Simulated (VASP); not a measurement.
# Al2Pt in VASP: further runs

Runs on Al2Pt. Level: PBE. Tasks: single point.

All numbers are computed with VASP 6.6.1; they aren't measurements. Logs are shortened: lines on timing, memory, paths and dates and some standing lists are left out, and cuts for length are marked.

### 1 The cell of the first run

Symmetry: I4/mmm, No. 139, tetragonal system. The conventional cell has a = 4.207 Å, b = 4.207 Å, c = 5.942 Å, α = 90.00°, β = 90.00°, γ = 90.00°. Within 3.4 Å of Al (site symmetry -4m2) lie 4 Pt at 2.57 Å and 6 Al at 2.97 Å. Pt (site symmetry 4/mmm) has 8 Al at 2.57 Å within 3.4 Å.

### 2 Single point, PBE

INCAR

```
SYSTEM = Al2Pt
PREC = Accurate
ENCUT = 520
EDIFF = 1E-6
ISMEAR = 0
SIGMA = 0.2
LREAL = .False.
LASPH = .True.
NELM = 100
ALGO = Normal
ISIF = 2
LWAVE = .False.
LCHARG = .False.
GGA = PE
NBANDS = 25
```

KPOINTS

```
Automatic mesh
0
Gamma
  6 6 4
  0 0 0
```

POSCAR

```
Al2Pt
1.0
   -2.1032783233      2.1032783233      2.9709052371
    2.1032783233     -2.1032783233      2.9709052371
    4.2065566466      4.2065566466      0.0000000000
Al Pt
4 2
Direct
    1.0000000000      0.5000000000      0.2500000000
    0.5000000000      1.0000000000      0.7500000000
    0.5000000000      1.0000000000      0.2500000000
    0.0000000000      0.5000000000      0.7500000000
    1.0000000000      1.0000000000      0.5000000000
    0.5000000000      0.5000000000      1.0000000000
```

Potentials or basis: VASP PAW PBE potentials, release 64 (Al, Pt).

Launch:

```
> cat potpaw_PBE.64/Al/POTCAR potpaw_PBE.64/Pt/POTCAR > POTCAR
> mpirun -np 1 vasp_std > vasp.out
```

OUTCAR:

```text
SYSTEM = Al2Pt
   PREC = Accurate
   ENCUT = 520
   EDIFF = 1E-6
   ISMEAR = 0
   LREAL = .False.
   LASPH = .True.
   NELM = 100
   ISIF = 2
   GGA = PE

 ion  position               nearest neighbor table
   1  0.000  0.500  0.250-   5 2.57   6 2.57   5 2.57   6 2.57   3 2.97   3 2.97   4 2.97   3 2.97
                             4 2.97   3 2.97
   2  0.500  0.000  0.750-   5 2.57   6 2.57   6 2.57   5 2.57   4 2.97   4 2.97   3 2.97   4 2.97
                             3 2.97   4 2.97
   3  0.500  0.000  0.250-   5 2.57   6 2.57   6 2.57   5 2.57   1 2.97   1 2.97   2 2.97   1 2.97
                             2 2.97   1 2.97
   4  0.000  0.500  0.750-   5 2.57   6 2.57   5 2.57   6 2.57   2 2.97   2 2.97   1 2.97   2 2.97
                             1 2.97   2 2.97
   5  0.000  0.000  0.500-   1 2.57   2 2.57   3 2.57   4 2.57   1 2.57   4 2.57   2 2.57   3 2.57

   6  0.500  0.500  0.000-   1 2.57   2 2.57   3 2.57   4 2.57   2 2.57   3 2.57   1 2.57   4 2.57

  LATTYP: Found a base centered orthorhombic cell.
 ALAT       =     5.9418104742
 B/A-ratio  =     1.0012048493
 C/A-ratio  =     1.0012048493

  Lattice vectors:

 A1 = (  -2.1032783233,   2.1032783233,   2.9709052371)
 A2 = (   2.1032783233,  -2.1032783233,   2.9709052371)
 A3 = (   4.2065566466,   4.2065566466,   0.0000000000)

Analysis of symmetry for initial positions (statically):
=====================================================================
 Subroutine PRICEL returns following result:

  LATTYP: Found a body centered tetragonal cell.
 ALAT       =     4.2065566466
 C/A-ratio  =     1.4125116986

  Lattice vectors:

 A1 = (   2.1032783233,  -2.1032783233,  -2.9709052371)
 A2 = (  -2.1032783233,   2.1032783233,  -2.9709052371)
 A3 = (   2.1032783233,   2.1032783233,   2.9709052371)

   2 primitive cells build up your supercell.

 Routine SETGRP: Setting up the symmetry group for a
 base centered orthorhombic supercell.

 Subroutine GETGRP returns: Found  8 space group operations
 (whereof  8 operations were pure point group operations)
 out of a pool of  8 trial point group operations.

The static configuration has the point symmetry D_2h.

Analysis of symmetry for dynamics (positions and initial velocities):
=====================================================================
 Subroutine PRICEL returns following result:

  LATTYP: Found a body centered tetragonal cell.
 ALAT       =     4.2065566466
 C/A-ratio  =     1.4125116986

  Lattice vectors:

 A1 = (   2.1032783233,  -2.1032783233,  -2.9709052371)
 A2 = (  -2.1032783233,   2.1032783233,  -2.9709052371)
 A3 = (   2.1032783233,   2.1032783233,   2.9709052371)

   2 primitive cells build up your supercell.

 Routine SETGRP: Setting up the symmetry group for a
 base centered orthorhombic supercell.

 Subroutine GETGRP returns: Found  8 space group operations
 (whereof  8 operations were pure point group operations)
 out of a pool of  8 trial point group operations.

The dynamic configuration has the point symmetry D_2h.

 Subroutine INISYM returns: Found  8 space group operations
 (whereof  8 operations are pure point group operations),
 and found     2 'primitive' translations

----------------------------------------------------------------------------------------

                                     Primitive cell

  volume of cell :      52.5705

  direct lattice vectors                    reciprocal lattice vectors
     2.103278323 -2.103278323 -2.970905237     0.237724125  0.000000000 -0.168298872
    -2.103278323  2.103278323 -2.970905237     0.000000000  0.237724125 -0.168298872
     2.103278323  2.103278323  2.970905237     0.237724125  0.237724125  0.000000000

  length of vectors
     4.204026325  4.204026325  4.204026325     0.291268382  0.291268382  0.336192682

  position of ions in fractional coordinates (direct lattice)
     0.250000000  0.750000000  0.500000000
     0.750000000  0.250000000  0.500000000
     0.500000000  0.500000000  1.000000000

  ion indices of the primitive-cell ions
   primitive index   ion index
                 1           1
                 2           4
                 3           5

----------------------------------------------------------------------------------------

 KPOINTS: Automatic mesh

Automatic generation of k-mesh.
 Grid dimensions read from file:
 generate k-points for:    6    6    4

 Generating k-lattice:

  Cartesian coordinates                     Fractional coordinates (reciprocal lattice)
    -0.019810344  0.019810344  0.028049812     0.166666667  0.000000000  0.000000000
     0.019810344 -0.019810344  0.028049812     0.000000000  0.166666667  0.000000000
     0.029715516  0.029715516  0.000000000     0.000000000  0.000000000  0.250000000

  Length of vectors
     0.039644563  0.039644563  0.042024085

  Shift w.r.t. Gamma in fractional coordinates (k-lattice)
     0.000000000  0.000000000  0.000000000

 Subroutine IBZKPT returns following result:
 ===========================================

 Found     39 irreducible k-points:

 Following reciprocal coordinates:
            Coordinates               Weight
  0.000000  0.000000  0.000000      1.000000
  0.166667 -0.000000  0.000000      4.000000
  0.333333 -0.000000  0.000000      4.000000
  0.500000  0.000000  0.000000      2.000000
  0.166667  0.166667  0.000000      2.000000
  0.333333  0.166667  0.000000      4.000000
[... 16 lines left out ...]
  0.333333  0.333333  0.250000      4.000000
  0.500000  0.333333  0.250000      8.000000
 [... further k-points ...]
   k-points           NKPTS =     39   k-points in BZ     NKDIM =     39   number of bands    NBANDS=     25
   number of dos      NEDOS =    301   number of ions     NIONS =      6
   total plane-waves  NPLWV =  49152
   dimension x,y,z NGX =    32 NGY =   32 NGZ =   48
   dimension x,y,z NGXF=    64 NGYF=   64 NGZF=   96
   ions per type =               4   2
   NGX,Y,Z   is equivalent  to a cutoff of  12.65, 12.65, 13.41 a.u.
   NGXF,Y,Z  is equivalent  to a cutoff of  25.31, 25.31, 26.83 a.u.
 SYSTEM =  Al2Pt
   PREC   = accura    normal or accurate (medium, high low for compatibility)
   ISTART =      0    job   : 0-new  1-cont  2-samecut
   ICHARG =      2    charge: 1-file 2-atom 10-const
   ISPIN  =      1    spin polarized calculation?
   LNONCOLLINEAR =      F non collinear calculations
   LSORBIT =      F    spin-orbit coupling
   LASPH  =      T    aspherical Exc in radial PAW
   ENCUT  =  520.0 eV  38.22 Ry    6.18 a.u.   7.82  7.82 11.06*2*pi/ulx,y,z
   NELM   =    100;   NELMIN=  2; NELMDL= -5     # of ELM steps
   EDIFF  = 0.1E-05   stopping-criterion for ELM
   LREAL  =      F    real-space projection
   EDIFFG = 0.1E-04   stopping-criterion for IOM
   NSW    =      0    number of steps for IOM
   IBRION =     -1    ionic relax: 0-MD 1-quasi-New 2-CG
   NFREE  =      0    steps in history (QN), initial steepest desc. (CG)
   ISIF   =      2    stress and relaxation
   ISYM   =      2    0-nonsym 1-usesym 2-fastsym
   POTIM  = 0.5000    time-step for ionic-motion
   TEBEG  =    0.0;   TEEND  =   0.0 temperature during run
   PSTRESS=    0.0 pullay stress
   NELECT =      32.0000    total number of electrons
   NUPDOWN=      -1.0000    fix difference up-down
   EMIN   =  10.00;   EMAX   =-10.00  energy-range for DOS
   EFERMI =   0.00;   METHOD = LEGACY
   ISMEAR =     0;   SIGMA  =   0.20  broadening in eV -4-tet -1-fermi 0-gaus
   EFERMI_NEDOS =   21; number of points for ismear=-14 and -15
   IALGO  =     38    algorithm
   IMIX   =      4    mixing-type and parameters
     AMIX     =   0.40;   BMIX     =  1.00
     AMIX_MAG =   1.60;   BMIX_MAG =  1.00
  volume/ion in A,a.u.               =      17.52       118.25
  Fermi-wavevector in a.u.,A,eV,Ry     =   1.101203  2.080972 16.499079  1.212648
  Thomas-Fermi vector in A             =   2.237626
   LORBIT       =      0    0 simple, 1 ext, 2 COOP (PROOUT), +10 PAW based schemes
   GGA     = PE    functional components
   LHFCALC =     F    Hartree Fock is set to
   AEXX    =    0.0000 exact exchange contribution
   IVDW    =     0    specifies the selected vdW correction
   LEPSILON=     F    determine dielectric tensor
   LRPA    =     F    only Hartree local field effects (RPA)
 non-spin polarized calculation
 Gauss-broadening in eV      SIGMA  =   0.20
  energy-cutoff  :      520.00
  volume of cell :      105.14
 maximum number of plane-waves:      2856
   NGX = 15   NGY = 15   NGZ = 23

 number of electron      32.0000003 magnetization

 Free energy of the ion-electron system (eV)
  ---------------------------------------------------
  ext. energy  EPLUGINS =         0.00000000
  ---------------------------------------------------
  free energy    TOTEN  =       -32.51604234 eV

  energy without entropy =      -32.46092258  energy(sigma->0) =      -32.48848246

 E-fermi :   7.6952     XC(G=0): -10.6204

 val. band max:        7.6756517365   @ k =   0.0000   0.0000   0.5000
 cond. band min:       7.7488286766   @ k =  -0.3333   0.3333   0.2500
 fundamental gap:      0.0731769400
 Fermi energy:         7.6951639723

 k-point     1 :       0.0000    0.0000    0.0000
  band No.  band energies     occupation
      1      -2.4150      2.00000
      2       1.5209      2.00000
      3       1.6942      2.00000
      4       1.8992      2.00000
      5       2.7222      2.00000
      6       2.7236      2.00000
[... 17 lines left out ...]
     24      12.9939      0.00000
     25      13.9444      0.00000

 k-point     2 :       0.1667   -0.0000    0.0000
  band No.  band energies     occupation
      1      -2.1643      2.00000
      2       1.5355      2.00000
      3       1.8505      2.00000
      4       1.8737      2.00000
      5       2.5737      2.00000
      6       2.8065      2.00000
[... 17 lines left out ...]
     24      13.4175      0.00000
     25      13.8872      0.00000

 k-point     3 :       0.3333   -0.0000    0.0000
  band No.  band energies     occupation
      1      -1.4381      2.00000
      2       0.8785      2.00000
      3       1.8280      2.00000
      4       2.2500      2.00000
      5       2.5998      2.00000
      6       2.9369      2.00000
[... 552 lines left out ...]
 k-point    23 :       0.3333    0.3333    0.2500
  band No.  band energies     occupation
      1      -0.2353      2.00000
      2       1.1389      2.00000
      3       1.8187      2.00000
      4       1.8946      2.00000
      5       2.4208      2.00000
      6       2.9912      2.00000
[... 17 lines left out ...]
     24      14.0467      0.00000
     25      15.7063      0.00000

 k-point    24 :       0.5000    0.3333    0.2500
  band No.  band energies     occupation
      1       0.7670      2.00000
      2       0.7713      2.00000
      3       1.7308      2.00000
      4       1.7364      2.00000
      5       2.6614      2.00000
      6       2.6660      2.00000
[... 17 lines left out ...]
     24      14.3944      0.00000
     25      15.8552      0.00000

 [... further k-points ...]
[... 5 lines left out ...]
  --------------------------------------------------------------------------------------
  -------------------------------------------------------------------------------------
  Total       -0.0645685     -0.0645685     -0.2050969      0.1984909      0.0000000     -0.0000000
  in kB       -0.9839189     -0.9839189     -3.1253407      3.0246766      0.0000000     -0.0000000
  external PRESSURE =      -1.6977262 kB  Pullay stress =       0.0000000 kB

 VOLUME and BASIS-vectors are now :
 -----------------------------------------------------------------------------
  energy-cutoff  :      520.00
  volume of cell :      105.14
      direct lattice vectors                 reciprocal lattice vectors
    -2.103278323  2.103278323  2.970905237    -0.118862063  0.118862063  0.168298872
     2.103278323 -2.103278323  2.970905237     0.118862063 -0.118862063  0.168298872
     4.206556647  4.206556647  0.000000000     0.118862063  0.118862063  0.000000000

 POSITION                                       TOTAL-FORCE (eV/Angst)
 -----------------------------------------------------------------------------------
      2.10328      0.00000      1.48545        -0.000000     -0.000000      0.000000
      2.10328      4.20656      1.48545        -0.000000      0.000000      0.000000
      0.00000      2.10328      1.48545         0.000000      0.000000      0.000000
      4.20656      2.10328      1.48545        -0.000000     -0.000000      0.000000
      2.10328      2.10328      0.00000         0.000000     -0.000000      0.000000
      0.00000      0.00000      2.97091         0.000000     -0.000000     -0.000000
 -----------------------------------------------------------------------------------
    total drift:                               -0.000000     -0.000000     -0.000000

  FREE ENERGIE OF THE ION-ELECTRON SYSTEM (eV)
  ---------------------------------------------------
  free  energy   TOTEN  =       -32.5160423416 eV

  energy  without entropy=      -32.4609225823  energy(sigma->0) =      -32.48848246
```

Wall time 53 s (1 thread of Intel Xeon Platinum 8488C (Sapphire Rapids), shared host); peak memory 0.26 GiB.

Results:

| Property | Result |
| --- | --- |
| Free energy | -32.5160 eV |
| Pressure | -0.2 GPa |
| Band gap on the k mesh | zero (band 16 reaches 10.50 eV, above the bottom of band 17 at 6.11 eV) |

Levels at points of the mesh, in eV from the Fermi level:
```
           k point  band 13  band 14  band 15  band 16  band 17  band 18  band 19  band 20
(0.00, 0.00, 0.00)    -3.16    -1.58    -1.57     2.81     3.00     3.34     3.79     3.79
(0.50, 0.00, 0.00)    -2.31    -2.31    -1.29    -1.29     1.28     1.28     3.68     3.68
(0.50, 0.50, 0.00)    -3.16    -3.16    -1.59    -1.58    -1.58    -1.57     2.99     3.00
(0.00, 0.00, 0.50)    -0.02    -0.02     0.50     0.50     0.51     0.51     2.92     2.92
(0.50, 0.00, 0.50)    -3.42    -3.42     1.00     1.00     1.01     1.01     3.72     3.72
(0.50, 0.50, 0.50)    -2.76    -2.76    -2.75    -2.75    -0.89    -0.89     5.10     5.10
```

Caveat: spin-orbit coupling is left out, which moves the levels of the heavy elements.

### 3 Single point, PBE

INCAR

```
SYSTEM = Al2Pt
  PREC = Accurate
  ENCUT = 520
  EDIFF = 1E-6
  ISMEAR = 0
  SIGMA = 0.2
  LREAL = .False.
  LASPH = .True.
  NELM = 60
  ALGO = Fast
  ISIF = 2
  LWAVE = .False.
  LCHARG = .False.
  GGA = PE
  NBANDS = 25
```

KPOINTS

```
regular mesh
0
Gamma
  6 6 4
  0 0 0
```

POSCAR

```
Al2Pt
1.0
   -2.0880209335      2.0874567326      2.9549750960
    2.0878234059     -2.0864666110      2.9541268824
    4.2629481459      4.2634219050      0.0005272855
Al Pt
4 2
Direct
    0.9998394276      0.4999741519      0.2499828988
    0.5000577737      1.0001350953      0.7499311473
    0.4998438729      0.9999835847      0.2499963702
    0.0001872296      0.4998823323      0.7501125959
    0.9999976618      0.9999366608      0.5000067869
    0.5000740343      0.5000881750      0.9999702010
```

Potentials or basis: VASP PAW PBE potentials, release 64 (Al, Pt).

Launch:

```
> cat potpaw_PBE.64/Al/POTCAR potpaw_PBE.64/Pt/POTCAR > POTCAR
> mpirun -np 1 vasp_std > vasp.out
```

Wall time 1.9 min (1 thread of Intel Xeon Platinum 8488C (Sapphire Rapids), shared host); peak memory 0.32 GiB.

Results (log left out):

```yaml
Free_energy: -32.5175 eV
Pressure: -0.2 GPa
Largest_force: 0.005 eV/Å
Band_gap_on_the_k_mesh: zero (band 16 reaches 10.50 eV, above the bottom of band 17 at 6.15 eV)
```

Forces in eV/Å, atoms in the order of the input:
```
Al  -0.002  0.001  0.004
Al  -0.001  0.000 -0.001
Al  -0.001  0.003  0.002
Al   0.001 -0.004 -0.002
Pt   0.001 -0.001  0.000
Pt   0.002  0.001 -0.003
```

Stress tensor (GPa, compression positive):
```
-0.27 -0.13  0.00
-0.13 -0.25 -0.01
 0.00 -0.01 -0.19
```

Levels at points of the mesh, in eV from the Fermi level:
| k point | band 13 | band 14 | band 15 | band 16 | band 17 | band 18 | band 19 | band 20 |
| --- | --- | --- | --- | --- | --- | --- | --- | --- |
| (0.00, 0.00, 0.00) | -3.13 | -1.49 | -1.49 | 2.82 | 3.16 | 3.43 | 3.71 | 3.86 |
| (0.50, 0.00, 0.00) | -2.32 | -2.32 | -1.37 | -1.37 | 1.38 | 1.38 | 3.81 | 3.81 |
| (0.00, 0.50, 0.00) | -2.32 | -2.32 | -1.37 | -1.37 | 1.37 | 1.38 | 3.80 | 3.80 |
| (0.50, 0.50, 0.00) | -3.13 | -3.13 | -1.68 | -1.68 | -1.52 | -1.52 | 2.94 | 2.95 |
| (0.00, 0.00, 0.50) | -0.16 | -0.16 | 0.55 | 0.55 | 0.56 | 0.56 | 3.03 | 3.03 |
| (0.50, 0.00, 0.50) | -3.39 | -3.39 | 0.94 | 0.94 | 1.09 | 1.09 | 3.75 | 3.75 |
| (0.00, 0.50, 0.50) | -3.39 | -3.39 | 0.94 | 0.95 | 1.09 | 1.09 | 3.74 | 3.75 |
| (0.50, 0.50, 0.50) | -2.74 | -2.74 | -2.73 | -2.73 | -0.92 | -0.92 | 5.02 | 5.03 |

Caveat: spin-orbit coupling is left out, which moves the levels of the heavy elements.
